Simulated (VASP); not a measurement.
# NaH (Fm-3m) in VASP: single point with r2SCAN

Aim: the single point of NaH with r2SCAN.

All numbers are computed with VASP 6.6.1; they aren't measurements. Logs are shortened: lines on timing, memory, paths and dates and some standing lists are left out, and cuts for length are marked.

**1. The cell of the first run**

Symmetry: Fm-3m, No. 225, cubic system. The conventional cell has a = 4.876 Å, b = 4.876 Å, c = 4.876 Å, α = 90.00°, β = 90.00°, γ = 90.00°. Within 3.2 Å of Na (site symmetry m-3m) lie 6 H at 2.44 Å. H (site symmetry m-3m) has 6 Na at 2.44 Å within 3.2 Å.

**2. Single point, r2SCAN**

POSCAR reads:

```
NaH
1.0
    0.0000000000      2.4377760000      2.4377760000
    2.4377760000      0.0000000000      2.4377760000
    2.4377760000      2.4377760000      0.0000000000
Na H
1 1
Direct
    0.0000000000      0.0000000000      0.0000000000
    0.5000000000      0.5000000000      0.5000000000
```

INCAR.step1 reads:

```
SYSTEM = NaH
PREC     = Accurate       ! precision mode
ENCUT    = 520            ! plane-wave cutoff, eV
ISMEAR   = -1             ! smearing method
SIGMA    = 0.1            ! smearing width, eV
LREAL    = .FALSE.        ! projectors in reciprocal space
LASPH    = .TRUE.         ! aspherical terms in the spheres
NELM     = 60             ! most SCF steps
NBANDS   = 11             ! bands
GGA      = PE             ! functional
ALGO     = Normal         ! electronic algorithm
EDIFF    = 1E-4           ! SCF threshold, eV
LWAVE    = .TRUE.         ! write WAVECAR
LCHARG   = .FALSE.        ! write CHGCAR
```

INCAR.step2 reads:

```
SYSTEM = NaH
PREC     = Accurate       ! precision mode
ENCUT    = 520            ! plane-wave cutoff, eV
EDIFF    = 1E-6           ! SCF threshold, eV
ISMEAR   = -1             ! smearing method
SIGMA    = 0.1            ! smearing width, eV
LREAL    = .FALSE.        ! projectors in reciprocal space
LASPH    = .TRUE.         ! aspherical terms in the spheres
NELM     = 60             ! most SCF steps
ALGO     = Normal         ! electronic algorithm
ISIF     = 2              ! what is computed and relaxed
LWAVE    = .FALSE.        ! write WAVECAR
LCHARG   = .FALSE.        ! write CHGCAR
METAGGA  = R2SCAN         ! meta-GGA
LMIXTAU  = .TRUE.       
NBANDS   = 11             ! bands
ISTART   = 1
```

KPOINTS reads:

```
Automatic mesh
0
G
  9 9 9
  0 0 0
```

Potentials or basis: VASP PAW PBE potentials, release 64 (Na_pv, H).

Command:

```
cat potpaw_PBE.64/Na_pv/POTCAR potpaw_PBE.64/H/POTCAR > POTCAR
cp INCAR.step1 INCAR
mpirun -np 1 vasp_std > vasp.out
cp INCAR.step2 INCAR
mpirun -np 1 vasp_std > vasp.out
```

OUTCAR:

```text
SYSTEM = NaH
   PREC = Accurate
   ENCUT = 520
   EDIFF = 1E-6
   ISMEAR = -1
   LREAL = .FALSE.
   LASPH = .TRUE.
   NELM = 60
   ISIF = 2
   METAGGA = R2SCAN
   ISTART = 1

 ion  position               nearest neighbor table
   1  0.000  0.000  0.000-
   2  0.500  0.500  0.500-

  LATTYP: Found a face centered cubic cell.
 ALAT       =     4.8755520000

  Lattice vectors:

 A1 = (   0.0000000000,   2.4377760000,   2.4377760000)
 A2 = (   2.4377760000,   0.0000000000,   2.4377760000)
 A3 = (   2.4377760000,   2.4377760000,   0.0000000000)

Analysis of symmetry for initial positions (statically):
=====================================================================
 Subroutine PRICEL returns:
 Original cell was already a primitive cell.

 Routine SETGRP: Setting up the symmetry group for a
 face centered cubic supercell.

 Subroutine GETGRP returns: Found 48 space group operations
 (whereof 48 operations were pure point group operations)
 out of a pool of 48 trial point group operations.

The static configuration has the point symmetry O_h .

Analysis of symmetry for dynamics (positions and initial velocities):
=====================================================================
 Subroutine PRICEL returns:
 Original cell was already a primitive cell.

 Routine SETGRP: Setting up the symmetry group for a
 face centered cubic supercell.

 Subroutine GETGRP returns: Found 48 space group operations
 (whereof 48 operations were pure point group operations)
 out of a pool of 48 trial point group operations.

The dynamic configuration has the point symmetry O_h .

 Subroutine INISYM returns: Found 48 space group operations
 (whereof 48 operations are pure point group operations),
 and found     1 'primitive' translations

----------------------------------------------------------------------------------------

                                     Primitive cell

  volume of cell :      28.9742

  direct lattice vectors                    reciprocal lattice vectors
     0.000000000  2.437776000  2.437776000    -0.205104981  0.205104981  0.205104981
     2.437776000  0.000000000  2.437776000     0.205104981 -0.205104981  0.205104981
     2.437776000  2.437776000  0.000000000     0.205104981  0.205104981 -0.205104981

  length of vectors
     3.447535881  3.447535881  3.447535881     0.355252248  0.355252248  0.355252248

  position of ions in fractional coordinates (direct lattice)
     0.000000000  0.000000000  0.000000000
     0.500000000  0.500000000  0.500000000

  ion indices of the primitive-cell ions
   primitive index   ion index
                 1           1
                 2           2

----------------------------------------------------------------------------------------

 KPOINTS: Automatic mesh

Automatic generation of k-mesh.
 Grid dimensions read from file:
 generate k-points for:    9    9    9

 Generating k-lattice:

  Cartesian coordinates                     Fractional coordinates (reciprocal lattice)
    -0.022789442  0.022789442  0.022789442     0.111111111  0.000000000  0.000000000
     0.022789442 -0.022789442  0.022789442     0.000000000  0.111111111  0.000000000
     0.022789442  0.022789442 -0.022789442     0.000000000  0.000000000  0.111111111

  Length of vectors
     0.039472472  0.039472472  0.039472472

  Shift w.r.t. Gamma in fractional coordinates (k-lattice)
     0.000000000  0.000000000  0.000000000

 Subroutine IBZKPT returns following result:
 ===========================================

 Found     35 irreducible k-points:

 Following reciprocal coordinates:
            Coordinates               Weight
  0.000000  0.000000  0.000000      1.000000
  0.111111  0.000000  0.000000      8.000000
  0.222222  0.000000  0.000000      8.000000
  0.333333  0.000000  0.000000      8.000000
  0.444444  0.000000  0.000000      8.000000
  0.111111  0.111111  0.000000      6.000000
[... 16 lines left out ...]
 -0.333333  0.333333  0.000000     12.000000
  0.444444  0.444444  0.000000      6.000000
 [... further k-points ...]
   k-points           NKPTS =     35   k-points in BZ     NKDIM =     35   number of bands    NBANDS=     11
   number of dos      NEDOS =    301   number of ions     NIONS =      2
   total plane-waves  NPLWV =  21952
   dimension x,y,z NGX =    28 NGY =   28 NGZ =   28
   dimension x,y,z NGXF=    56 NGYF=   56 NGZF=   56
   ions per type =               1   1
   NGX,Y,Z   is equivalent  to a cutoff of  13.50, 13.50, 13.50 a.u.
   NGXF,Y,Z  is equivalent  to a cutoff of  27.00, 27.00, 27.00 a.u.
 SYSTEM =  NaH
   PREC   = accura    normal or accurate (medium, high low for compatibility)
   ISTART =      1    job   : 0-new  1-cont  2-samecut
   ICHARG =      0    charge: 1-file 2-atom 10-const
   ISPIN  =      1    spin polarized calculation?
   LNONCOLLINEAR =      F non collinear calculations
   LSORBIT =      F    spin-orbit coupling
   LASPH  =      T    aspherical Exc in radial PAW
   ENCUT  =  520.0 eV  38.22 Ry    6.18 a.u.   6.41  6.41  6.41*2*pi/ulx,y,z
   NELM   =     60;   NELMIN=  2; NELMDL=  0     # of ELM steps
   EDIFF  = 0.1E-05   stopping-criterion for ELM
   LREAL  =      F    real-space projection
   EDIFFG = 0.1E-04   stopping-criterion for IOM
   NSW    =      0    number of steps for IOM
   IBRION =     -1    ionic relax: 0-MD 1-quasi-New 2-CG
   NFREE  =      0    steps in history (QN), initial steepest desc. (CG)
   ISIF   =      2    stress and relaxation
   ISYM   =      2    0-nonsym 1-usesym 2-fastsym
   POTIM  = 0.5000    time-step for ionic-motion
   TEBEG  =    0.0;   TEEND  =   0.0 temperature during run
   PSTRESS=    0.0 pullay stress
   NELECT =       8.0000    total number of electrons
   NUPDOWN=      -1.0000    fix difference up-down
   EMIN   =  10.00;   EMAX   =-10.00  energy-range for DOS
   EFERMI =   0.00;   METHOD = LEGACY
   ISMEAR =    -1;   SIGMA  =   0.10  broadening in eV -4-tet -1-fermi 0-gaus
   EFERMI_NEDOS =   21; number of points for ismear=-14 and -15
   IALGO  =     38    algorithm
   IMIX   =      4    mixing-type and parameters
     AMIX     =   0.40;   BMIX     =  1.00
     AMIX_MAG =   1.60;   BMIX_MAG =  1.00
  volume/ion in A,a.u.               =      14.49        97.76
  Fermi-wavevector in a.u.,A,eV,Ry     =   1.066026  2.014497 15.461809  1.136411
  Thomas-Fermi vector in A             =   2.201597
   LORBIT       =      0    0 simple, 1 ext, 2 COOP (PROOUT), +10 PAW based schemes
   METAGGA = R2SCAN    functional components
   LHFCALC =     F    Hartree Fock is set to
   AEXX    =    0.0000 exact exchange contribution
   IVDW    =     0    specifies the selected vdW correction
   LEPSILON=     F    determine dielectric tensor
   LRPA    =     F    only Hartree local field effects (RPA)
 non-spin polarized calculation
  energy-cutoff  :      520.00
  volume of cell :       28.97
 maximum number of plane-waves:       797
 NGX is ok and might be reduce to    28
   NGX = 13   NGY = 13   NGZ = 13

 number of electron       8.0000008 magnetization

 Free energy of the ion-electron system (eV)
  ---------------------------------------------------
  ext. energy  EPLUGINS =         0.00000000
  ---------------------------------------------------
  free energy    TOTEN  =        -7.59579790 eV

  energy without entropy =       -7.59579790  energy(sigma->0) =       -7.59579790

 E-fermi :   0.5637     XC(G=0):  -8.0416

 val. band max:       -1.5930118451   @ k =  -0.3333   0.4444   0.1111
 cond. band min:       3.0249261696   @ k =   0.4444   0.0000   0.0000
 fundamental gap:      4.6179380147
 Fermi energy:         0.5636925754

 k-point     1 :       0.0000    0.0000    0.0000
  band No.  band energies     occupation
      1     -24.4827      2.00000
      2     -24.4823      2.00000
      3     -24.4823      2.00000
      4      -5.0114      2.00000
      5       9.6645      0.00000
      6      14.6173      0.00000
      7      14.6173      0.00000
      8      14.6174      0.00000
      9      15.4776      0.00000
     10      15.4776      0.00000
     11      15.4777      0.00000

 k-point     2 :       0.1111    0.0000    0.0000
  band No.  band energies     occupation
      1     -24.4919      2.00000
      2     -24.4838      2.00000
      3     -24.4835      2.00000
      4      -4.8022      2.00000
      5       8.8884      0.00000
      6      12.3207      0.00000
      7      13.8904      0.00000
      8      13.8905      0.00000
      9      16.3016      0.00000
     10      16.3018      0.00000
     11      16.6039      0.00000

 k-point     3 :       0.2222    0.0000    0.0000
  band No.  band energies     occupation
      1     -24.5160      2.00000
      2     -24.4866      2.00000
      3     -24.4863      2.00000
      4      -4.2016      2.00000
      5       6.8270      0.00000
      6      10.8931      0.00000
      7      13.0910      0.00000
      8      13.0912      0.00000
      9      16.6724      0.00000
     10      16.6730      0.00000
     11      17.8302      0.00000

 k-point     4 :       0.3333    0.0000    0.0000
  band No.  band energies     occupation
      1     -24.5431      2.00000
      2     -24.4898      2.00000
      3     -24.4895      2.00000
      4      -3.3191      2.00000
      5       4.5811      0.00000
      6      10.2567      0.00000
      7      12.5334      0.00000
      8      12.5338      0.00000
      9      16.1661      0.00000
     10      16.1670      0.00000
     11      18.4225      0.00000
[... 239 lines left out ...]
 k-point    22 :      -0.4444    0.3333    0.0000
  band No.  band energies     occupation
      1     -24.5447      2.00000
      2     -24.5211      2.00000
      3     -24.5044      2.00000
      4      -1.7440      2.00000
      5       4.1229      0.00000
      6       5.9912      0.00000
      7      10.1933      0.00000
      8      11.0490      0.00000
      9      15.4114      0.00000
     10      20.6166      0.00000
     11      21.2229      0.00000

 k-point    23 :      -0.3333    0.3333    0.0000
  band No.  band energies     occupation
      1     -24.5353      2.00000
      2     -24.5327      2.00000
      3     -24.5000      2.00000
      4      -1.7811      2.00000
      5       4.7209      0.00000
      6       4.8479      0.00000
      7      10.6996      0.00000
      8      11.6423      0.00000
      9      17.5961      0.00000
     10      20.2889      0.00000
     11      20.9200      0.00000

 k-point    24 :       0.4444    0.4444    0.0000
  band No.  band energies     occupation
      1     -24.5517      2.00000
      2     -24.5091      2.00000
      3     -24.5089      2.00000
      4      -1.8615      2.00000
      5       3.8025      0.00000
      6       9.1488      0.00000
      7       9.7436      0.00000
      8       9.7436      0.00000
      9      11.3870      0.00000
     10      22.4889      0.00000
     11      24.2559      0.00000

 [... further k-points ...]
[... 5 lines left out ...]
  --------------------------------------------------------------------------------------
  -------------------------------------------------------------------------------------
  Total       -0.2277151     -0.2277151     -0.2277151      0.0000000     -0.0000000      0.0000000
  in kB      -12.5918950    -12.5918950    -12.5918950      0.0000000     -0.0000000      0.0000000
  external PRESSURE =     -12.5918950 kB  Pullay stress =       0.0000000 kB

 VOLUME and BASIS-vectors are now :
 -----------------------------------------------------------------------------
  energy-cutoff  :      520.00
  volume of cell :       28.97
      direct lattice vectors                 reciprocal lattice vectors
     0.000000000  2.437776000  2.437776000    -0.205104981  0.205104981  0.205104981
     2.437776000  0.000000000  2.437776000     0.205104981 -0.205104981  0.205104981
     2.437776000  2.437776000  0.000000000     0.205104981  0.205104981 -0.205104981

 POSITION                                       TOTAL-FORCE (eV/Angst)
 -----------------------------------------------------------------------------------
      0.00000      0.00000      0.00000        -0.000000      0.000000     -0.000000
      2.43778      2.43778      2.43778         0.000000     -0.000000      0.000000
 -----------------------------------------------------------------------------------
    total drift:                               -0.000000     -0.000000     -0.000000

  FREE ENERGIE OF THE ION-ELECTRON SYSTEM (eV)
  ---------------------------------------------------
  free  energy   TOTEN  =        -7.5957979018 eV

  energy  without entropy=       -7.5957979016  energy(sigma->0) =       -7.59579790
```

Run time: 21 s. Hardware: 1 thread of Intel Xeon 6975P-C (Granite Rapids), shared host; peak memory 0.15 GiB.

What came out:

| Property | Result |
| --- | --- |
| Free energy | -7.5958 eV |
| Pressure | -1.3 GPa |
| Band gap on the k mesh | 4.62 eV, indirect (least direct gap 5.29 eV) |

Levels at points of the mesh, in eV from the valence-band top:
| k point | band 1 | band 2 | band 3 | band 4 | band 5 | band 6 | band 7 | band 8 | band 9 |
| --- | --- | --- | --- | --- | --- | --- | --- | --- | --- |
| (0.00, 0.00, 0.00) | -22.89 | -22.89 | -22.89 | -3.42 | 11.26 | 16.21 | 16.21 | 16.21 | 17.07 |

Caveat: the PAW data sets were made with another functional, which shifts forces and pressure a little.
